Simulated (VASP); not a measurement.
# ZrB2 (P6/mmm) in VASP: further runs

The runs below take ZrB2 through relaxation of cell and atoms, with PBE, PBEsol.

All numbers are computed with VASP 6.6.1; they aren't measurements. Logs are shortened: lines on timing, memory, paths and dates and some standing lists are left out, and cuts for length are marked.

### Step 1. The cell of the first run

It takes space group P6/mmm (No. 191, hexagonal). Conventional cell: a = 3.170 Å, b = 3.170 Å, c = 3.533 Å, α = 90.00°, β = 90.00°, γ = 120.00°. Zr (site symmetry 6/mmm) has 12 B at 2.54 Å and 6 Zr at 3.17 Å within 3.4 Å. B (site symmetry -6m2) has 3 B at 1.83 Å within 2.4 Å.

### Step 2. Relaxation of cell and atoms, PBE

INCAR reads:

```
PREC = Accurate
ENCUT = 600
EDIFF = 1E-6
ISMEAR = -1
SIGMA = 0.1
LREAL = F
LASPH = T
NELM = 80
ALGO = Normal
ISIF = 3
LWAVE = F
LCHARG = F
GGA = PE
IBRION = 2
NSW = 80
EDIFFG = -0.01
```

KPOINTS reads:

```
regular mesh
0
Gamma
  11 11 9
```

POSCAR reads:

```
ZrB2
1.0
    3.1700000000      0.0000000000      0.0000000000
   -1.5850000000      2.7453005300      0.0000000000
    0.0000000000      0.0000000000      3.5330000000
Zr B
1 2
Direct
    0.0000000000      0.0000000000      0.0000000000
    0.3333333300      0.6666666700      0.5000000000
    0.6666666700      0.3333333300      0.5000000000
```

Potentials or basis: VASP PAW PBE potentials, release 64 (Zr_sv, B).

The run is started by

```sh
cat potpaw_PBE.64/Zr_sv/POTCAR potpaw_PBE.64/B/POTCAR > POTCAR
mpirun -np 1 vasp_std > vasp.out
```

OUTCAR:

```text
PREC = Accurate
   ENCUT = 600
   EDIFF = 1E-6
   ISMEAR = -1
   LREAL = F
   LASPH = T
   NELM = 80
   ISIF = 3
   GGA = PE
   IBRION = 2
   NSW = 80
   EDIFFG = -0.01

 ion  position               nearest neighbor table
   1  0.000  0.000  0.000-   2 2.54   3 2.54   2 2.54   3 2.54   3 2.54   3 2.54   2 2.54   2 2.54
                             3 2.54   3 2.54   2 2.54   2 2.54
   2  0.333  0.667  0.500-   3 1.83   3 1.83   3 1.83   1 2.54   1 2.54   1 2.54   1 2.54   1 2.54
                             1 2.54
   3  0.667  0.333  0.500-   2 1.83   2 1.83   2 1.83   1 2.54   1 2.54   1 2.54   1 2.54   1 2.54
                             1 2.54

  LATTYP: Found a hexagonal cell.
 ALAT       =     3.1700000000
 C/A-ratio  =     1.1145110410

  Lattice vectors:

 A1 = (   3.1700000000,   0.0000000000,   0.0000000000)
 A2 = (  -1.5850000000,   2.7453005300,   0.0000000000)
 A3 = (   0.0000000000,   0.0000000000,   3.5330000000)

Analysis of symmetry for initial positions (statically):
=====================================================================
 Subroutine PRICEL returns:
 Original cell was already a primitive cell.

 Routine SETGRP: Setting up the symmetry group for a
 hexagonal supercell.

 Subroutine GETGRP returns: Found 24 space group operations
 (whereof 24 operations were pure point group operations)
 out of a pool of 24 trial point group operations.

The static configuration has the point symmetry D_6h.

Analysis of symmetry for dynamics (positions and initial velocities):
=====================================================================
 Subroutine PRICEL returns:
 Original cell was already a primitive cell.

 Routine SETGRP: Setting up the symmetry group for a
 hexagonal supercell.

 Subroutine GETGRP returns: Found 24 space group operations
 (whereof 24 operations were pure point group operations)
 out of a pool of 24 trial point group operations.

The dynamic configuration has the point symmetry D_6h.

 Subroutine INISYM returns: Found 24 space group operations
 (whereof 24 operations are pure point group operations),
 and found     1 'primitive' translations

----------------------------------------------------------------------------------------

                                     Primitive cell

  volume of cell :      30.7463

  direct lattice vectors                    reciprocal lattice vectors
     3.170000000  0.000000000  0.000000000     0.315457413  0.182129422  0.000000000
    -1.585000000  2.745300530  0.000000000     0.000000000  0.364258845  0.000000000
[... 104 lines left out ...]
   IALGO  =     38    algorithm
   IMIX   =      4    mixing-type and parameters
     AMIX     =   0.40;   BMIX     =  1.00
     AMIX_MAG =   1.60;   BMIX_MAG =  1.00
  volume/ion in A,a.u.               =      10.25        69.16
  Fermi-wavevector in a.u.,A,eV,Ry     =   1.369519  2.588016 25.518847  1.875582
  Thomas-Fermi vector in A             =   2.495387
   LORBIT       =      0    0 simple, 1 ext, 2 COOP (PROOUT), +10 PAW based schemes
   GGA     = PE    functional components
   LHFCALC =     F    Hartree Fock is set to
   AEXX    =    0.0000 exact exchange contribution
   IVDW    =     0    specifies the selected vdW correction
   LEPSILON=     F    determine dielectric tensor
   LRPA    =     F    only Hartree local field effects (RPA)
 conjugate gradient relaxation of ions
 non-spin polarized calculation
  energy-cutoff  :      600.00
  volume of cell :       30.75
 maximum number of plane-waves:      1046
 NGX is ok and might be reduce to    28
   NGX = 13   NGY = 13   NGZ = 15

--------------------------------------- Ionic step        1  -------------------------------------------

 number of electron      18.0000000 magnetization

 Free energy of the ion-electron system (eV)
  ---------------------------------------------------
  ext. energy  EPLUGINS =         0.00000000
  ---------------------------------------------------
  free energy    TOTEN  =       -24.98608660 eV

  energy without entropy =      -24.97889774  energy(sigma->0) =      -24.98249217

------------------------ aborting loop because EDIFF is reached ----------------------------------------

  FORCE on cell =-STRESS in cart. coord.  units (eV):
  Direction    XX          YY          ZZ          XY          YZ          ZX
  --------------------------------------------------------------------------------------
  -------------------------------------------------------------------------------------
  Total        0.1237692      0.1237692      0.2796544      0.0000000      0.0000000     -0.0000000
  in kB        6.4495657      6.4495657     14.5726780      0.0000000      0.0000000     -0.0000000
  external PRESSURE =       9.1572698 kB  Pullay stress =       0.0000000 kB
[... 98 lines left out ...]
--------------------------------------- Ionic step        4  -------------------------------------------

 number of electron      18.0000000 magnetization

 Free energy of the ion-electron system (eV)
  ---------------------------------------------------
  ext. energy  EPLUGINS =         0.00000000
  ---------------------------------------------------
  free energy    TOTEN  =       -24.98656233 eV

  energy without entropy =      -24.97936429  energy(sigma->0) =      -24.98296331

 E-fermi :  10.4338     XC(G=0): -12.4248

 val. band max:       10.4286398065   @ k =   0.2727   0.1818   0.0000
 cond. band min:      10.6319665195   @ k =   0.0909  -0.0000   0.3333
 fundamental gap:      0.2033267129
 Fermi energy:        10.4337622371

 k-point     1 :       0.0000    0.0000    0.0000
  band No.  band energies     occupation
      1     -38.1693      2.00000
      2     -16.3548      2.00000
      3     -15.8025      2.00000
      4     -15.8025      2.00000
      5      -2.2315      2.00000
      6       7.8787      2.00000
      7       7.8787      2.00000
      8       7.8992      2.00000
      9       8.1113      2.00000
     10      13.8652      0.00000
     11      13.8652      0.00000
     12      14.6166      0.00000
     13      14.6166      0.00000
[... 354 lines left out ...]
  band No.  band energies     occupation
      1     -38.1131      2.00000
      2     -16.3146      2.00000
      3     -16.2352      2.00000
      4     -15.9174      2.00000
      5      -1.0193      2.00000
      6       5.5917      2.00000
      7       6.8102      2.00000
      8       7.4141      2.00000
      9       9.1945      1.99999
     10      11.3564      0.00020
     11      13.5825      0.00000
     12      14.1388      0.00000
     13      15.2607      0.00000

 [... further k-points ...]
[... 5 lines left out ...]
  --------------------------------------------------------------------------------------
  -------------------------------------------------------------------------------------
  Total        0.0009800      0.0009800      0.0008012      0.0000000     -0.0000000      0.0000000
  in kB        0.0508702      0.0508702      0.0415908      0.0000000     -0.0000000      0.0000000
  external PRESSURE =       0.0477771 kB  Pullay stress =       0.0000000 kB
[... 18 lines left out ...]
  FREE ENERGIE OF THE ION-ELECTRON SYSTEM (eV)
  ---------------------------------------------------
  free  energy   TOTEN  =       -24.9865623296 eV

  energy  without entropy=      -24.9793642902  energy(sigma->0) =      -24.98296331

 reached required accuracy - stopping structural energy minimisation
```

OSZICAR:

```text
N       E                     dE             d eps       ncg     rms          rms(c)
DAV:   1     0.122883617162E+03    0.12288E+03   -0.10738E+04  2080   0.154E+03
DAV:   2    -0.211441595162E+02   -0.14403E+03   -0.13936E+03  2400   0.358E+02
[... 28 lines left out ...]
   3 F= -.24986516E+02 E0= -.24982906E+02  d E =-.429643E-03
       N       E                     dE             d eps       ncg     rms          rms(c)
DAV:   1    -0.249866659853E+02   -0.15062E-03   -0.75572E-03  2190   0.888E-01    0.656E-02
DAV:   2    -0.249865892811E+02    0.76704E-04   -0.21952E-04  2370   0.133E-01    0.321E-02
DAV:   3    -0.249865617418E+02    0.27539E-04   -0.67843E-05  2589   0.743E-02    0.149E-02
DAV:   4    -0.249865623296E+02   -0.58772E-06   -0.35227E-06  2308   0.162E-02
   4 F= -.24986562E+02 E0= -.24982963E+02  d E =-.460878E-04
```

It took 79 s on 1 thread of Intel Xeon 6975P-C, shared host; peak memory 0.19 GiB.

What came out:

| Property | Result |
| --- | --- |
| Free energy | -24.9866 eV |
| Relaxed volume | 10.29 Å³/atom |
| Relaxed cell | a = 3.171 Å, b = 3.171 Å, c = 3.544 Å, α = 90.00°, β = 90.00°, γ = 120.00° |
| Space group after relaxing (to 0.05 Å) | P6/mmm (No. 191) |
| Energy gained by relaxing | 0.2 meV/atom |
| Ionic steps | 4 |
| Pressure after relaxing | 0.0 GPa |
| Band gap on the k mesh | zero (band 9 reaches 11.27 eV, above the bottom of band 10 at 10.01 eV) |

The path:
| step | energy change (eV) | largest force (eV/Å) | pressure (GPa) | volume (Å³) |
| --- | --- | --- | --- | --- |
| 1 | 0.0000 | 0.0000 | 0.92 | 30.75 |
| 2 | 0.0000 | 0.0000 | -1.07 | 31.01 |
| 3 | -0.0004 | 0.0000 | -0.09 | 30.88 |
| 4 | -0.0005 | 0.0000 | 0.00 | 30.87 |

Final structure:
```
CELL_PARAMETERS angstrom
3.17121 0.00000 0.00000
-1.58560 2.74635 0.00000
0.00000 0.00000 3.54397
ATOMIC_POSITIONS crystal
Zr 0.00000 0.00000 0.00000
B 0.33333 0.66667 0.50000
B 0.66667 0.33333 0.50000
```

Levels at points of the mesh, in eV from the Fermi level:
```
           k point  band 7  band 8  band 9  band 10  band 11  band 12
(0.00, 0.00, 0.00)   -2.56   -2.53   -2.32     3.43     3.43     4.18
```

### Step 3. Relaxation of cell and atoms, PBEsol

INCAR reads:

```
SYSTEM = ZrB2
ALGO = Normal ; EDIFF = 1E-6
EDIFFG = -0.01 ; ENCUT = 600
GGA = PS ; IBRION = 2
ISIF = 3 ; ISMEAR = -1
LASPH = .TRUE. ; LCHARG = .FALSE.
LREAL = .FALSE. ; LWAVE = .FALSE.
NELM = 80 ; NSW = 80
PREC = Accurate ; SIGMA = 0.1
```

KPOINTS reads:

```
k-points
0
G
  11 11 9
  0 0 0
```

POSCAR is that of step 2.

Potentials or basis: VASP PAW PBE potentials, release 64 (Zr_sv, B).

The run is started by

```sh
cat potpaw_PBE.64/Zr_sv/POTCAR potpaw_PBE.64/B/POTCAR > POTCAR
mpirun -np 1 vasp_std > vasp.out
```

Wall time 69 s (1 thread of Intel Xeon 6975P-C, shared host); peak memory 0.19 GiB.

It converged, with:

```
Free energy                            : -26.4107 eV
Relaxed volume                         : 10.09 Å³/atom
Relaxed cell                           : a = 3.156 Å, b = 3.156 Å, c = 3.509 Å, α = 90.00°, β = 90.00°, γ = 120.00°
Space group after relaxing (to 0.05 Å) : P6/mmm (No. 191)
Energy gained by relaxing              : 1.9 meV/atom
Ionic steps                            : 4
Pressure after relaxing                : 0.0 GPa
Band gap on the k mesh                 : zero (band 9 reaches 11.34 eV, above the bottom of band 10 at 10.11 eV)
```

Step by step:
```tsv
step	energy change (eV)	largest force (eV/Å)	pressure (GPa)	volume (Å³)
1	0.0000	0.0000	-3.77	30.75
2	0.0032	0.0000	5.06	29.69
3	-0.0057	0.0000	0.02	30.27
4	-0.0058	0.0000	-0.01	30.27
```

Final structure:
```
Zr B
1.0
     3.15591    0.00000    0.00000
    -1.57796    2.73310    0.00000
     0.00000    0.00000    3.50924
Zr B
1 2
Direct
  0.00000 0.00000 0.00000
  0.33333 0.66667 0.50000
  0.66667 0.33333 0.50000
```

Levels at points of the mesh, in eV from the Fermi level:
```
           k point  band 7  band 8  band 9  band 10  band 11  band 12
(0.00, 0.00, 0.00)   -2.61   -2.59   -2.24     3.52     3.52     4.35
```

Caveat: the PAW data sets were made with another functional, which shifts forces and pressure a little.
